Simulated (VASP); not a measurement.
# LiNbO3 (Pm-3m) in VASP: settings compared, part 2 of 2

VASP 6.6.1. The steps go on from the part before.

## 3. Single point, PBE

This run uses another cell than the first one, of 12.17 Å³/atom, 1.025 times its volume.

INCAR reads:

```
ALGO = Normal
EDIFF = 1E-6
ENCUT = 520
GGA = PE
ISIF = 2
ISMEAR = -1
LASPH = T
LCHARG = T
LELF = T
LREAL = F
LVHAR = T
LWAVE = F
NBANDS = 25
NELM = 80
PREC = Accurate
SIGMA = 0.02
```

KPOINTS reads:

```
k-points
0
Gamma
  6 6 6
```

POSCAR reads:

```
LiNbO3
1.0
    3.9331683584      0.0000000000      0.0000000000
    0.0000000000      3.9331683584      0.0000000000
    0.0000000000      0.0000000000      3.9331683584
Li Nb O
1 1 3
Direct
    0.0000000000      0.0000000000      0.0000000000
    0.5000000000      0.5000000000      0.5000000000
    0.5000000000      0.5000000000      0.0000000000
    0.5000000000      0.0000000000      0.5000000000
    0.0000000000      0.5000000000      0.5000000000
```

Potentials or basis: VASP PAW PBE potentials, release 64 (Li_sv, Nb_sv, O).

The run is started by

```bash
$ cat potpaw_PBE.64/Li_sv/POTCAR potpaw_PBE.64/Nb_sv/POTCAR potpaw_PBE.64/O/POTCAR > POTCAR
$ mpirun -np 1 vasp_std > vasp.out
```

OUTCAR:

```text
EDIFF = 1E-6
   ENCUT = 520
   GGA = PE
   ISIF = 2
   ISMEAR = -1
   LASPH = T
   LREAL = F
   NELM = 80
   PREC = Accurate

 ion  position               nearest neighbor table
   1  0.000  0.000  0.000-
   2  0.500  0.500  0.500-   3 1.97   4 1.97   5 1.97   3 1.97   4 1.97   5 1.97
   3  0.500  0.500  0.000-   2 1.97   2 1.97
   4  0.500  0.000  0.500-   2 1.97   2 1.97
   5  0.000  0.500  0.500-   2 1.97   2 1.97

  LATTYP: Found a simple cubic cell.
 ALAT       =     3.9331683584

  Lattice vectors:

 A1 = (   3.9331683584,   0.0000000000,   0.0000000000)
 A2 = (   0.0000000000,   3.9331683584,   0.0000000000)
 A3 = (   0.0000000000,   0.0000000000,   3.9331683584)

Analysis of symmetry for initial positions (statically):
=====================================================================
 Subroutine PRICEL returns:
 Original cell was already a primitive cell.

 Routine SETGRP: Setting up the symmetry group for a
 simple cubic supercell.

 Subroutine GETGRP returns: Found 48 space group operations
 (whereof 48 operations were pure point group operations)
 out of a pool of 48 trial point group operations.

The static configuration has the point symmetry O_h .

Analysis of symmetry for dynamics (positions and initial velocities):
=====================================================================
 Subroutine PRICEL returns:
 Original cell was already a primitive cell.

 Routine SETGRP: Setting up the symmetry group for a
 simple cubic supercell.

 Subroutine GETGRP returns: Found 48 space group operations
 (whereof 48 operations were pure point group operations)
 out of a pool of 48 trial point group operations.

The dynamic configuration has the point symmetry O_h .
[... 109 lines left out ...]
   TEBEG  =    0.0;   TEEND  =   0.0 temperature during run
   PSTRESS=    0.0 pullay stress
   NELECT =      34.0000    total number of electrons
   NUPDOWN=      -1.0000    fix difference up-down
   EMIN   =  10.00;   EMAX   =-10.00  energy-range for DOS
   EFERMI =   0.00;   METHOD = LEGACY
   ISMEAR =    -1;   SIGMA  =   0.02  broadening in eV -4-tet -1-fermi 0-gaus
   EFERMI_NEDOS =   21; number of points for ismear=-14 and -15
   IALGO  =     38    algorithm
   IMIX   =      4    mixing-type and parameters
     AMIX     =   0.40;   BMIX     =  1.00
     AMIX_MAG =   1.60;   BMIX_MAG =  1.00
  volume/ion in A,a.u.               =      12.17        82.12
  Fermi-wavevector in a.u.,A,eV,Ry     =   1.348420  2.548145 24.738619  1.818237
  Thomas-Fermi vector in A             =   2.476091
   LORBIT       =      0    0 simple, 1 ext, 2 COOP (PROOUT), +10 PAW based schemes
   GGA     = PE    functional components
[... 5 lines left out ...]
 non-spin polarized calculation
  energy-cutoff  :      520.00
  volume of cell :       60.85
 maximum number of plane-waves:      1662
 NGX is ok and might be reduce to    30
   NGX = 15   NGY = 15   NGZ = 15

 number of electron      33.9999990 magnetization

 Free energy of the ion-electron system (eV)
  ---------------------------------------------------
  ext. energy  EPLUGINS =         0.00000000
  ---------------------------------------------------
  free energy    TOTEN  =       -39.19549881 eV

  energy without entropy =      -39.19549881  energy(sigma->0) =      -39.19549881

 E-fermi :   4.0026     XC(G=0):  -9.9876

 val. band max:        3.3596039864   @ k =   0.5000   0.5000   0.5000
 cond. band min:       5.0762140446   @ k =   0.0000   0.0000   0.0000
 fundamental gap:      1.7166100582
 Fermi energy:         4.0025894329

 k-point     1 :       0.0000    0.0000    0.0000
  band No.  band energies     occupation
      1     -51.4459      2.00000
      2     -42.2302      2.00000
      3     -27.5493      2.00000
      4     -27.5493      2.00000
      5     -27.5493      2.00000
      6     -14.0958      2.00000
[... 549 lines left out ...]
     24      13.3856      0.00000
     25      15.0474      0.00000

------------------------ aborting loop because EDIFF is reached ----------------------------------------

  FORCE on cell =-STRESS in cart. coord.  units (eV):
  Direction    XX          YY          ZZ          XY          YZ          ZX
  --------------------------------------------------------------------------------------
  -------------------------------------------------------------------------------------
  Total        1.1062054      1.1062054      1.1062054      0.0000000      0.0000000     -0.0000000
  in kB       29.1285421     29.1285421     29.1285421      0.0000000      0.0000000     -0.0000000
  external PRESSURE =      29.1285421 kB  Pullay stress =       0.0000000 kB

 VOLUME and BASIS-vectors are now :
 -----------------------------------------------------------------------------
  energy-cutoff  :      520.00
  volume of cell :       60.85
      direct lattice vectors                 reciprocal lattice vectors
     3.933168358  0.000000000  0.000000000     0.254247952  0.000000000  0.000000000
     0.000000000  3.933168358  0.000000000     0.000000000  0.254247952  0.000000000
     0.000000000  0.000000000  3.933168358     0.000000000  0.000000000  0.254247952

 POSITION                                       TOTAL-FORCE (eV/Angst)
 -----------------------------------------------------------------------------------
      0.00000      0.00000      0.00000         0.000000      0.000000      0.000000
      1.96658      1.96658      1.96658         0.000000      0.000000      0.000000
      1.96658      1.96658      0.00000         0.000000      0.000000      0.000000
      1.96658      0.00000      1.96658         0.000000      0.000000      0.000000
      0.00000      1.96658      1.96658         0.000000      0.000000      0.000000
 -----------------------------------------------------------------------------------
    total drift:                                0.000000      0.000000     -0.000000

  FREE ENERGIE OF THE ION-ELECTRON SYSTEM (eV)
  ---------------------------------------------------
  free  energy   TOTEN  =       -39.1954988059 eV

  energy  without entropy=      -39.1954988059  energy(sigma->0) =      -39.19549881
```

OSZICAR:

```text
N       E                     dE             d eps       ncg     rms          rms(c)
DAV:   1     0.314044991485E+03    0.31404E+03   -0.17831E+04  1000   0.136E+03
DAV:   2    -0.247883825742E+02   -0.33883E+03   -0.32366E+03  1330   0.439E+02
DAV:   3    -0.469351565116E+02   -0.22147E+02   -0.22007E+02  1679   0.102E+02
DAV:   4    -0.478348990799E+02   -0.89974E+00   -0.89745E+00  1468   0.176E+01
DAV:   5    -0.478520654479E+02   -0.17166E-01   -0.17165E-01  1525   0.209E+00    0.194E+01
DAV:   6    -0.394041196547E+02    0.84479E+01   -0.34348E+01  1461   0.459E+01    0.675E+00
DAV:   7    -0.392079648661E+02    0.19615E+00   -0.22517E+00  1394   0.115E+01    0.385E+00
DAV:   8    -0.392090344218E+02   -0.10696E-02   -0.31000E-01  1608   0.574E+00    0.110E+00
DAV:   9    -0.391945420893E+02    0.14492E-01   -0.50664E-02  1507   0.249E+00    0.500E-01
DAV:  10    -0.391954702380E+02   -0.92815E-03   -0.12565E-02  1179   0.836E-01    0.888E-02
DAV:  11    -0.391954713570E+02   -0.11190E-05   -0.98246E-04  1498   0.275E-01    0.692E-02
DAV:  12    -0.391955001703E+02   -0.28813E-04   -0.73793E-05  1296   0.640E-02    0.302E-02
DAV:  13    -0.391954987182E+02    0.14521E-05   -0.21632E-05  1524   0.396E-02    0.638E-03
DAV:  14    -0.391954988059E+02   -0.87784E-07   -0.21833E-06  1157   0.101E-02
   1 F= -.39195499E+02 E0= -.39195499E+02  d E =-.846503E-15
```

Wall time 26 s (1 thread of AMD EPYC 9R45 (Zen 5), shared host); peak memory 0.14 GiB.

Results:

* Free energy: -39.1955 eV
* Band gap on the k mesh: 1.72 eV, indirect (least direct gap 2.51 eV)

Levels at points of the mesh, in eV from the valence-band top:
```csv
k point,band 14,band 15,band 16,band 17,band 18,band 19,band 20,band 21
"(0.00, 0.00, 0.00)",-1.12,-0.79,-0.79,-0.79,1.72,1.72,1.72,4.61
"(0.50, 0.00, 0.00)",-2.06,-1.47,-0.85,-0.85,1.79,4.45,4.45,5.85
"(0.50, 0.50, 0.00)",-2.02,-2.02,-1.44,-0.02,4.48,4.48,5.66,7.31
"(0.50, 0.50, 0.50)",-4.55,0.00,0.00,0.00,5.64,5.64,5.64,6.90
```

Caveat: the cutoff is under 1.25 times the usual one of these potentials, so pressure, stress and relaxed cells hold a basis-set (Pulay) error. A hybrid or GW would open this gap; PBE tends to underestimate it.

## 4. Single point, LDA

This run uses another cell than the first one, of 12.17 Å³/atom, 1.025 times its volume.

INCAR reads:

```
PREC = Accurate
ENCUT = 520
EDIFF = 1E-6
ISMEAR = 0
SIGMA = 0.01
LREAL = False
LASPH = True
NELM = 60
ALGO = Normal
ISIF = 2
LWAVE = False
LCHARG = False
GGA = CA
NBANDS = 25
```

KPOINTS reads:

```
regular mesh
0
Gamma
  6 6 6
```

POSCAR is that of step 3.

Potentials or basis: VASP PAW LDA potentials, release 64 (Li_sv, Nb_sv, O).

The run is started by

```bash
$ cat potpaw_LDA.64/Li_sv/POTCAR potpaw_LDA.64/Nb_sv/POTCAR potpaw_LDA.64/O/POTCAR > POTCAR
$ mpirun -np 1 vasp_std > vasp.out
```

It took 22 s on 1 thread of AMD EPYC 9R45 (Zen 5), shared host; peak memory 0.12 GiB.

Results (log left out):

```
Free energy            : -42.8310 eV
Band gap on the k mesh : 1.61 eV, indirect (least direct gap 2.42 eV)
```

Levels at points of the mesh, in eV from the valence-band top:
| k point | band 14 | band 15 | band 16 | band 17 | band 18 | band 19 | band 20 | band 21 |
| --- | --- | --- | --- | --- | --- | --- | --- | --- |
| (0.00, 0.00, 0.00) | -1.14 | -0.81 | -0.81 | -0.81 | 1.61 | 1.61 | 1.61 | 4.42 |
| (0.50, 0.00, 0.00) | -2.09 | -1.50 | -0.86 | -0.86 | 1.69 | 4.41 | 4.41 | 5.91 |
| (0.50, 0.50, 0.00) | -2.07 | -2.07 | -1.46 | -0.02 | 4.45 | 4.45 | 5.63 | 7.34 |
| (0.50, 0.50, 0.50) | -4.61 | 0.00 | 0.00 | 0.00 | 5.61 | 5.61 | 5.61 | 6.68 |

Caveat: the cutoff is under 1.25 times the usual one of these potentials, so pressure, stress and relaxed cells hold a basis-set (Pulay) error.

## 5. Single point, PBEsol

This run uses another cell than the first one, of 12.10 Å³/atom, 1.020 times its volume.

INCAR reads:

```
  ALGO = Normal
  EDIFF = 1E-7
  ENCUT = 520
  GGA = PS
  ISIF = 2
  ISMEAR = -1
  LASPH = True
  LCHARG = False
  LREAL = False
  LWAVE = False
  NBANDS = 25
  NELM = 80
  PREC = Accurate
  SIGMA = 0.02
```

KPOINTS reads:

```
k-points
0
Gamma
  6 6 6
```

Changes to POSCAR since step 4:

```diff
@@ -2,5 +2,5 @@
 1.0
-    3.9331683584      0.0000000000      0.0000000000
-    0.0000000000      3.9331683584      0.0000000000
-    0.0000000000      0.0000000000      3.9331683584
+    3.9261621783      0.0000000000      0.0000000000
+    0.0000000000      3.9261621783      0.0000000000
+    0.0000000000      0.0000000000      3.9261621783
 Li Nb O
```

Potentials or basis: VASP PAW PBE potentials, release 64 (Li_sv, Nb_sv, O).

The run is started by

```bash
$ cat potpaw_PBE.64/Li_sv/POTCAR potpaw_PBE.64/Nb_sv/POTCAR potpaw_PBE.64/O/POTCAR > POTCAR
$ mpirun -np 1 vasp_std > vasp.out
```

Run time: 24 s. Hardware: 1 thread of AMD EPYC 9R45 (Zen 5), shared host; peak memory 0.14 GiB.

Results (log left out):

```
Free energy            : -40.9011 eV
Band gap on the k mesh : 1.66 eV, indirect (least direct gap 2.45 eV)
```

Levels at points of the mesh, in eV from the valence-band top:
```csv
k point,band 15,band 16,band 17,band 18,band 19,band 20
"(0.00, 0.00, 0.00)",-0.79,-0.79,-0.79,1.66,1.66,1.66
"(0.50, 0.00, 0.00)",-1.50,-0.85,-0.85,1.74,4.47,4.47
"(0.50, 0.50, 0.00)",-2.07,-1.44,-0.02,4.50,4.50,5.70
"(0.50, 0.50, 0.50)",0.00,0.00,0.00,5.69,5.69,5.69
```

Caveat: the cutoff is under 1.25 times the usual one of these potentials, so pressure, stress and relaxed cells hold a basis-set (Pulay) error; the PAW data sets were made with another functional, which shifts forces and pressure a little.

## 6. Single point, PBE

This run uses another cell than the first one, of 12.38 Å³/atom, 1.043 times its volume.

INCAR reads:

```
SYSTEM = LiNbO3
PREC = Accurate
ENCUT = 520
EDIFF = 1E-6
ISMEAR = -1
SIGMA = 0.02
LREAL = .False.
LASPH = .True.
NELM = 80
ALGO = Normal
ISIF = 2
LWAVE = .False.
LCHARG = .False.
GGA = PE
NBANDS = 25
```

KPOINTS reads:

```
regular mesh
0
Gamma
  6 6 6
  0 0 0
```

Changes to POSCAR since step 5:

```diff
@@ -2,5 +2,5 @@
 1.0
-    3.9261621783      0.0000000000      0.0000000000
-    0.0000000000      3.9261621783      0.0000000000
-    0.0000000000      0.0000000000      3.9261621783
+    3.9560242286      0.0000000000      0.0000000000
+    0.0000000000      3.9560242286      0.0000000000
+    0.0000000000      0.0000000000      3.9560242286
 Li Nb O
```

Potentials or basis: VASP PAW PBE potentials, release 64 (Li_sv, Nb_sv, O).

The run is started by

```bash
$ cat potpaw_PBE.64/Li_sv/POTCAR potpaw_PBE.64/Nb_sv/POTCAR potpaw_PBE.64/O/POTCAR > POTCAR
$ mpirun -np 1 vasp_std > vasp.out
```

Run time: 27 s. Hardware: 1 thread of AMD EPYC 9R45 (Zen 5), shared host; peak memory 0.14 GiB.

Results (log left out):

```yaml
Free_energy: -39.2052 eV
Band_gap_on_the_k_mesh: 1.68 eV, indirect (least direct gap 2.48 eV)
```

Levels at points of the mesh, in eV from the valence-band top:
```csv
k point,band 14,band 15,band 16,band 17,band 18,band 19,band 20,band 21
"(0.00, 0.00, 0.00)",-1.09,-0.80,-0.80,-0.80,1.68,1.68,1.68,4.55
"(0.50, 0.00, 0.00)",-2.06,-1.43,-0.85,-0.85,1.75,4.34,4.34,5.67
"(0.50, 0.50, 0.00)",-1.97,-1.97,-1.48,-0.02,4.37,4.37,5.52,7.09
"(0.50, 0.50, 0.50)",-4.54,0.00,0.00,0.00,5.50,5.50,5.50,6.87
```

Caveat: the cutoff is under 1.25 times the usual one of these potentials, so pressure, stress and relaxed cells hold a basis-set (Pulay) error.

## 7. The runs side by side

| level | potentials or basis | cell | smearing | gap on the mesh (eV) |
| --- | --- | --- | --- | --- |
| LDA | VASP PAW LDA potentials, release 64 (Li_sv, Nb_sv, O) | a = 3.900 Å, 5 atoms | fermi-dirac 0.02 eV | 1.66 |
| PBE | VASP PAW PBE potentials, release 64 (Li_sv, Nb_sv, O) | a = 3.933 Å, 5 atoms | fermi-dirac 0.02 eV | 1.72 |
| LDA | VASP PAW LDA potentials, release 64 (Li_sv, Nb_sv, O) | a = 3.933 Å, 5 atoms | gaussian 0.01 eV | 1.61 |
| PBEsol | VASP PAW PBE potentials, release 64 (Li_sv, Nb_sv, O) | a = 3.926 Å, 5 atoms | fermi-dirac 0.02 eV | 1.66 |
| PBE | VASP PAW PBE potentials, release 64 (Li_sv, Nb_sv, O) | a = 3.956 Å, 5 atoms | fermi-dirac 0.02 eV | 1.68 |

Alike in all rows: task single point; no spin polarisation; k mesh 6 × 6 × 6; cutoff (eV) 520.

Caveats: the cutoff is under 1.25 times the usual one of these potentials, so pressure, stress and relaxed cells hold a basis-set (Pulay) error; the PAW data sets were made with another functional, which shifts forces and pressure a little (some runs).

Total energies depend on the potentials used, so only differences within one code and one set of settings carry meaning.
